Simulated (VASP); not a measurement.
# BAs (F-43m) in VASP: a series of runs

The runs below take BAs through single point, relaxation of cell and atoms, with LDA.

Everything below comes from runs of VASP 6.6.1. Logs are shortened: lines on timing, memory, paths and dates and some standing lists are left out, and cuts for length are marked.

## Step 1: The cell of the first run

It takes space group F-43m (No. 216, cubic). The conventional cell has a = 4.591 Å, b = 4.591 Å, c = 4.591 Å, α = 90.00°, β = 90.00°, γ = 90.00°. B (site symmetry -43m) has 4 As at 1.99 Å within 2.6 Å. As (site symmetry -43m) has 4 B at 1.99 Å within 2.6 Å.

## Step 2: Single point, LDA

INCAR

```
SYSTEM = BAs
ALGO = Normal
EDIFF = 1E-6
ENCUT = 500
GGA_COMPAT = .FALSE.
ISIF = 2
ISMEAR = 0
LASPH = .TRUE.
LCHARG = .FALSE.
LREAL = .FALSE.
LWAVE = .FALSE.
NBANDS = 11
NELM = 120
PREC = Accurate
SIGMA = 0.01
```

KPOINTS

```
k-points
0
G
  10 10 10
  0 0 0
```

POSCAR

```
BAs
1.0
    0.0000000000      2.2956829298      2.2956829298
    2.2956829298      0.0000000000      2.2956829298
    2.2956829298      2.2956829298      0.0000000000
B As
1 1
Direct
    0.0000000000      0.0000000000      0.0000000000
    0.7500000000      0.7500000000      0.7500000000
```

Potentials or basis: VASP PAW LDA potentials, release 64 (B, As).

The run is started by

```sh
$ cat potpaw_LDA.64/B/POTCAR potpaw_LDA.64/As/POTCAR > POTCAR
$ mpirun -np 1 vasp_std > vasp.out
```

OUTCAR:

```text
SYSTEM = BAs
   EDIFF = 1E-6
   ENCUT = 500
   ISIF = 2
   ISMEAR = 0
   LASPH = .TRUE.
   LREAL = .FALSE.
   NELM = 120
   PREC = Accurate

 ion  position               nearest neighbor table
   1  0.000  0.000  0.000-   2 1.99   2 1.99   2 1.99   2 1.99
   2  0.750  0.750  0.750-   1 1.99   1 1.99   1 1.99   1 1.99

  LATTYP: Found a face centered cubic cell.
 ALAT       =     4.5913658596

  Lattice vectors:

 A1 = (   0.0000000000,   2.2956829298,   2.2956829298)
 A2 = (   2.2956829298,   0.0000000000,   2.2956829298)
 A3 = (   2.2956829298,   2.2956829298,   0.0000000000)

Analysis of symmetry for initial positions (statically):
=====================================================================
 Subroutine PRICEL returns:
 Original cell was already a primitive cell.

 Routine SETGRP: Setting up the symmetry group for a
 face centered cubic supercell.

 Subroutine GETGRP returns: Found 24 space group operations
 (whereof 24 operations were pure point group operations)
 out of a pool of 48 trial point group operations.

The static configuration has the point symmetry T_d .

Analysis of symmetry for dynamics (positions and initial velocities):
=====================================================================
 Subroutine PRICEL returns:
 Original cell was already a primitive cell.

 Routine SETGRP: Setting up the symmetry group for a
 face centered cubic supercell.

 Subroutine GETGRP returns: Found 24 space group operations
 (whereof 24 operations were pure point group operations)
 out of a pool of 48 trial point group operations.

The dynamic configuration has the point symmetry T_d .

 Subroutine INISYM returns: Found 24 space group operations
 (whereof 24 operations are pure point group operations),
 and found     1 'primitive' translations

----------------------------------------------------------------------------------------

                                     Primitive cell

  volume of cell :      24.1972

  direct lattice vectors                    reciprocal lattice vectors
     0.000000000  2.295682930  2.295682930    -0.217800112  0.217800112  0.217800112
     2.295682930  0.000000000  2.295682930     0.217800112 -0.217800112  0.217800112
     2.295682930  2.295682930  0.000000000     0.217800112  0.217800112 -0.217800112

  length of vectors
     3.246585934  3.246585934  3.246585934     0.377240860  0.377240860  0.377240860

  position of ions in fractional coordinates (direct lattice)
     0.000000000  0.000000000  0.000000000
     0.750000000  0.750000000  0.750000000

  ion indices of the primitive-cell ions
   primitive index   ion index
                 1           1
                 2           2

----------------------------------------------------------------------------------------

 KPOINTS: k-points

Automatic generation of k-mesh.
 Grid dimensions read from file:
 generate k-points for:   10   10   10

 Generating k-lattice:

  Cartesian coordinates                     Fractional coordinates (reciprocal lattice)
    -0.021780011  0.021780011  0.021780011     0.100000000  0.000000000  0.000000000
     0.021780011 -0.021780011  0.021780011     0.000000000  0.100000000  0.000000000
     0.021780011  0.021780011 -0.021780011     0.000000000  0.000000000  0.100000000

  Length of vectors
     0.037724086  0.037724086  0.037724086

  Shift w.r.t. Gamma in fractional coordinates (k-lattice)
     0.000000000  0.000000000  0.000000000

 Subroutine IBZKPT returns following result:
 ===========================================

 Found     47 irreducible k-points:

 Following reciprocal coordinates:
            Coordinates               Weight
  0.000000  0.000000  0.000000      1.000000
  0.100000  0.000000  0.000000      8.000000
  0.200000  0.000000  0.000000      8.000000
  0.300000  0.000000  0.000000      8.000000
  0.400000  0.000000  0.000000      8.000000
  0.500000  0.000000  0.000000      4.000000
[... 16 lines left out ...]
  0.300000  0.300000  0.000000      6.000000
  0.400000  0.300000  0.000000     24.000000
 [... further k-points ...]
   k-points           NKPTS =     47   k-points in BZ     NKDIM =     47   number of bands    NBANDS=     11
   number of dos      NEDOS =    301   number of ions     NIONS =      2
   total plane-waves  NPLWV =  13824
   dimension x,y,z NGX =    24 NGY =   24 NGZ =   24
   dimension x,y,z NGXF=    48 NGYF=   48 NGZF=   48
   ions per type =               1   1
   NGX,Y,Z   is equivalent  to a cutoff of  12.29, 12.29, 12.29 a.u.
   NGXF,Y,Z  is equivalent  to a cutoff of  24.58, 24.58, 24.58 a.u.
 SYSTEM =  BAs
   PREC   = accura    normal or accurate (medium, high low for compatibility)
   ISTART =      0    job   : 0-new  1-cont  2-samecut
   ICHARG =      2    charge: 1-file 2-atom 10-const
   ISPIN  =      1    spin polarized calculation?
   LNONCOLLINEAR =      F non collinear calculations
   LSORBIT =      F    spin-orbit coupling
   LASPH  =      T    aspherical Exc in radial PAW
   ENCUT  =  500.0 eV  36.75 Ry    6.06 a.u.   5.92  5.92  5.92*2*pi/ulx,y,z
   NELM   =    120;   NELMIN=  2; NELMDL= -5     # of ELM steps
   EDIFF  = 0.1E-05   stopping-criterion for ELM
   LREAL  =      F    real-space projection
[... 7 lines left out ...]
   TEBEG  =    0.0;   TEEND  =   0.0 temperature during run
   PSTRESS=    0.0 pullay stress
   NELECT =       8.0000    total number of electrons
   NUPDOWN=      -1.0000    fix difference up-down
   EMIN   =  10.00;   EMAX   =-10.00  energy-range for DOS
   EFERMI =   0.00;   METHOD = LEGACY
   ISMEAR =     0;   SIGMA  =   0.01  broadening in eV -4-tet -1-fermi 0-gaus
   EFERMI_NEDOS =   21; number of points for ismear=-14 and -15
   IALGO  =     38    algorithm
   IMIX   =      4    mixing-type and parameters
     AMIX     =   0.40;   BMIX     =  1.00
     AMIX_MAG =   1.60;   BMIX_MAG =  1.00
  volume/ion in A,a.u.               =      12.10        81.65
  Fermi-wavevector in a.u.,A,eV,Ry     =   1.132008  2.139185 17.435086  1.281443
  Thomas-Fermi vector in A             =   2.268708
   LORBIT       =      0    0 simple, 1 ext, 2 COOP (PROOUT), +10 PAW based schemes
   GGA     = CA    functional components
   LHFCALC =     F    Hartree Fock is set to
   AEXX    =    0.0000 exact exchange contribution
   IVDW    =     0    specifies the selected vdW correction
   LEPSILON=     F    determine dielectric tensor
   LRPA    =     F    only Hartree local field effects (RPA)
 non-spin polarized calculation
 Gauss-broadening in eV      SIGMA  =   0.01
  energy-cutoff  :      500.00
  volume of cell :       24.20
 maximum number of plane-waves:       636
   NGX = 11   NGY = 11   NGZ = 11

 number of electron       7.9999999 magnetization

 Free energy of the ion-electron system (eV)
  ---------------------------------------------------
  ext. energy  EPLUGINS =         0.00000000
  ---------------------------------------------------
  free energy    TOTEN  =       -12.80193474 eV

  energy without entropy =      -12.80193474  energy(sigma->0) =      -12.80193474

 E-fermi :   7.7128     XC(G=0): -11.2865

 val. band max:        7.5679957297   @ k =   0.0000   0.0000   0.0000
 cond. band min:       8.5799823532   @ k =   0.4000   0.4000   0.0000
 fundamental gap:      1.0119866235
 Fermi energy:         7.7128004114

 k-point     1 :       0.0000    0.0000    0.0000
  band No.  band energies     occupation
      1      -8.9433      2.00000
      2       7.5680      2.00000
      3       7.5680      2.00000
      4       7.5680      2.00000
      5      10.9824      0.00000
      6      10.9824      0.00000
      7      10.9824      0.00000
      8      13.8244      0.00000
      9      17.5683      0.00000
     10      21.1133      0.00000
     11      21.1133      0.00000

 k-point     2 :       0.1000    0.0000    0.0000
  band No.  band energies     occupation
      1      -8.7612      2.00000
      2       6.0937      2.00000
      3       7.2236      2.00000
      4       7.2236      2.00000
      5      11.3284      0.00000
      6      11.4309      0.00000
      7      11.4309      0.00000
      8      14.4532      0.00000
      9      18.3102      0.00000
     10      19.8227      0.00000
     11      19.8227      0.00000

 k-point     3 :       0.2000    0.0000    0.0000
  band No.  band energies     occupation
      1      -8.2221      2.00000
      2       3.5336      2.00000
      3       6.5805      2.00000
      4       6.5805      2.00000
      5      11.3415      0.00000
      6      12.2076      0.00000
      7      12.2076      0.00000
      8      15.6775      0.00000
      9      19.0318      0.00000
     10      19.0318      0.00000
     11      19.3440      0.00000

 k-point     4 :       0.3000    0.0000    0.0000
  band No.  band energies     occupation
      1      -7.3578      2.00000
      2       1.0151      2.00000
      3       6.0196      2.00000
      4       6.0196      2.00000
      5      11.1765      0.00000
      6      12.5752      0.00000
      7      12.5752      0.00000
      8      16.4822      0.00000
      9      19.5634      0.00000
     10      19.5885      0.00000
     11      19.5885      0.00000
[... 239 lines left out ...]
 k-point    22 :      -0.2000    0.2000    0.0000
  band No.  band energies     occupation
      1      -7.0642      2.00000
      2       1.7894      2.00000
      3       2.9820      2.00000
      4       6.1292      2.00000
      5      11.8885      0.00000
      6      12.9818      0.00000
      7      14.0091      0.00000
      8      15.1561      0.00000
      9      17.6338      0.00000
     10      20.8344      0.00000
     11      22.9395      0.00000

 k-point    23 :       0.3000    0.3000    0.0000
  band No.  band energies     occupation
      1      -6.8080      2.00000
      2       2.2345      2.00000
      3       3.9659      2.00000
      4       3.9659      2.00000
      5       8.8457      0.00000
      6      11.1938      0.00000
      7      16.7278      0.00000
      8      16.7278      0.00000
      9      19.5990      0.00000
     10      23.4086      0.00000
     11      23.9399      0.00000

 k-point    24 :       0.4000    0.3000    0.0000
  band No.  band energies     occupation
      1      -5.9824      2.00000
      2       0.8352      2.00000
      3       3.0813      2.00000
      4       3.6369      2.00000
      5       9.1606      0.00000
      6      10.9249      0.00000
      7      17.2193      0.00000
      8      17.3609      0.00000
      9      20.5365      0.00000
     10      24.2903      0.00000
     11      24.8331      0.00000

 [... further k-points ...]
[... 5 lines left out ...]
  --------------------------------------------------------------------------------------
  -------------------------------------------------------------------------------------
  Total        2.6332715      2.6332715      2.6332715      0.0000000      0.0000000     -0.0000000
  in kB      174.3574530    174.3574530    174.3574530      0.0000000      0.0000000     -0.0000000
  external PRESSURE =     174.3574530 kB  Pullay stress =       0.0000000 kB

 VOLUME and BASIS-vectors are now :
 -----------------------------------------------------------------------------
  energy-cutoff  :      500.00
  volume of cell :       24.20
      direct lattice vectors                 reciprocal lattice vectors
     0.000000000  2.295682930  2.295682930    -0.217800112  0.217800112  0.217800112
     2.295682930  0.000000000  2.295682930     0.217800112 -0.217800112  0.217800112
     2.295682930  2.295682930  0.000000000     0.217800112  0.217800112 -0.217800112

 POSITION                                       TOTAL-FORCE (eV/Angst)
 -----------------------------------------------------------------------------------
      0.00000      0.00000      0.00000         0.000000     -0.000000     -0.000000
      3.44352      3.44352      3.44352        -0.000000      0.000000      0.000000
 -----------------------------------------------------------------------------------
    total drift:                               -0.000000     -0.000000     -0.000000

  FREE ENERGIE OF THE ION-ELECTRON SYSTEM (eV)
  ---------------------------------------------------
  free  energy   TOTEN  =       -12.8019347394 eV

  energy  without entropy=      -12.8019347394  energy(sigma->0) =      -12.80193474
```

It took 3.6 s on 1 thread of Intel Xeon 6975P-C (Granite Rapids), shared host; peak memory 0.13 GiB.

Results:

| Property | Result |
| --- | --- |
| Free energy | -12.8019 eV |
| Pressure | 17.4 GPa |
| Band gap on the k mesh | 1.01 eV (least direct gap 3.41 eV) |

Caveat: the cell stands under pressure. A k mesh can miss the band edges.

## Step 3: Relaxation of cell and atoms, LDA, target pressure 16 GPa, at which the enthalpy is minimised

This run uses another cell than the first one, of 13.25 Å³/atom.

INCAR

```
PREC = Accurate
ENCUT = 500
EDIFF = 1E-7
ISMEAR = 0
SIGMA = 0.01
LREAL = F
LASPH = T
NELM = 120
ALGO = Normal
ISIF = 3
LWAVE = F
LCHARG = F
IBRION = 2
NSW = 80
EDIFFG = -0.001
PSTRESS = 160.0
GGA_COMPAT = F
NELMIN = 4
```

KPOINTS

```
regular mesh
0
Gamma
  10 10 10
```

POSCAR

```
BAs
1.0
    0.0000000000      2.3660397161      2.3660397161
    2.3660397161      0.0000000000      2.3660397161
    2.3660397161      2.3660397161      0.0000000000
B As
1 1
Direct
    0.0000000000      0.0000000000      0.0000000000
    0.7500000000      0.7500000000      0.7500000000
```

Potentials or basis: VASP PAW LDA potentials, release 64 (B, As).

The run is started by

```sh
$ cat potpaw_LDA.64/B/POTCAR potpaw_LDA.64/As/POTCAR > POTCAR
$ mpirun -np 1 vasp_std > vasp.out
```

It took 10 s on 1 thread of Intel Xeon 6975P-C (Granite Rapids), shared host; peak memory 0.14 GiB.

The run converged. Its results:

```yaml
Free_energy: -12.8197 eV
Relaxed_volume: 12.18 Å³/atom
Relaxed_cell: a = 3.254 Å, b = 3.254 Å, c = 3.254 Å, α = 60.00°, β = 60.00°, γ = 60.00°
Space_group_after_relaxing_to_0.1_Å: F-43m (No. 216)
Energy_change_on_relaxing_the_run_minimises_the_enthalpy: +53.0 meV/atom
Ionic_steps: 7
Pressure_after_relaxing: 16.0 GPa
Band_gap_on_the_k_mesh: 1.02 eV (least direct gap 3.40 eV)
```

The path:
```csv
step,energy change (eV),largest force (eV/Å),pressure (GPa),volume (Å³)
1,0.0000,0.0000,0.97,26.49
2,0.5152,0.0000,41.66,22.01
3,0.1014,0.0000,15.60,24.41
4,0.1056,0.0000,15.96,24.37
5,0.1097,0.0000,16.32,24.32
6,0.1022,0.0000,15.67,24.40
7,0.1060,0.0000,16.00,24.36
```

Final structure:
```cif
data_structure
_symmetry_space_group_name_H-M 'P 1'
_symmetry_Int_Tables_number 1
_cell_length_a 3.2539
_cell_length_b 3.2539
_cell_length_c 3.2539
_cell_angle_alpha 60.000
_cell_angle_beta 60.000
_cell_angle_gamma 60.000
_cell_volume 24.36
loop_
_atom_site_label
_atom_site_type_symbol
_atom_site_fract_x
_atom_site_fract_y
_atom_site_fract_z
_atom_site_occupancy
B1 B 0.00000 0.00000 0.00000 1
As1 As 0.75000 0.75000 0.75000 1
```

Levels at points of the mesh, in eV from the valence-band top:
```csv
k point,band 2,band 3,band 4,band 5,band 6,band 7
"(0.00, 0.00, 0.00)",0.00,0.00,0.00,3.40,3.40,3.40
"(0.50, 0.00, 0.00)",-9.62,-2.01,-2.01,3.39,4.88,4.88
"(0.50, 0.50, 0.00)",-9.08,-4.56,-4.56,1.24,1.28,12.34
```

Caveat: the cell is relaxed towards a set pressure, so the run minimises the enthalpy, not the energy.

## Step 4: Single point, LDA

This run uses another cell than the first one, of 12.41 Å³/atom.

INCAR

```
SYSTEM = BAs
  PREC = Accurate
  ENCUT = 520
  EDIFF = 1E-6
  ISMEAR = 0
  SIGMA = 0.01
  LREAL = .False.
  LASPH = .True.
  NELM = 60
  ALGO = Normal
  ISIF = 2
  LWAVE = .False.
  LCHARG = .False.
  NBANDS = 11
```

KPOINTS

```
regular mesh
0
Gamma
  10 10 10
  0 0 0
```

POSCAR

```
BAs
1.0
    0.0000000000      2.3149752883      2.3149752883
    2.3149752883      0.0000000000      2.3149752883
    2.3149752883      2.3149752883      0.0000000000
B As
1 1
Direct
    0.0000000000      0.0000000000      0.0000000000
    0.7500000000      0.7500000000      0.7500000000
```

The run is started by

```sh
$ cat potpaw_LDA.64/B/POTCAR potpaw_LDA.64/As/POTCAR > POTCAR
$ mpirun -np 1 vasp_std > vasp.out
```

Wall time 10 s (1 thread of Intel Xeon Platinum 8488C (Sapphire Rapids), shared host); peak memory 0.13 GiB.

The run converged. Its results:

| Property | Result |
| --- | --- |
| Free energy | -12.8592 eV |
| Pressure | 12.3 GPa |
| Band gap on the k mesh | 1.04 eV (least direct gap 3.38 eV) |

Levels at points of the mesh, in eV from the valence-band top:
```csv
k point,band 1,band 2,band 3,band 4,band 5,band 6,band 7,band 8
"(0.00, 0.00, 0.00)",-16.26,0.00,0.00,0.00,3.38,3.38,3.38,5.92
"(0.50, 0.00, 0.00)",-13.05,-9.47,-1.98,-1.98,3.27,4.86,4.86,8.87
"(0.50, 0.50, 0.00)",-11.62,-8.97,-4.48,-4.48,1.26,1.30,12.15,12.15
```

Caveat: the cell stands under pressure. A k mesh can miss the band edges.

## Step 5: The runs side by side

```csv
task,cell,cutoff (eV),gap on the mesh (eV),pressure (GPa)
single point,"a = 3.247 Å, angles 60.0°, 2 atoms",500,1.01,17.4
relaxation of cell and atoms,"relaxed to 16 GPa from a = 3.346 Å, angles 60.0°, 2 atoms",500,1.02,16.0
single point,"a = 3.274 Å, angles 60.0°, 2 atoms",520,1.04,12.3
```

Alike in all rows: level LDA; potentials or basis VASP PAW LDA potentials, release 64 (B, As); no spin polarisation; k mesh 10 × 10 × 10; smearing gaussian 0.01 eV.

Caveats: the cell stands under pressure (at least some runs); the cell is relaxed towards a set pressure, so the run minimises the enthalpy, not the energy (at least some runs).

Absolute energies hang on the potentials; compare differences alone.
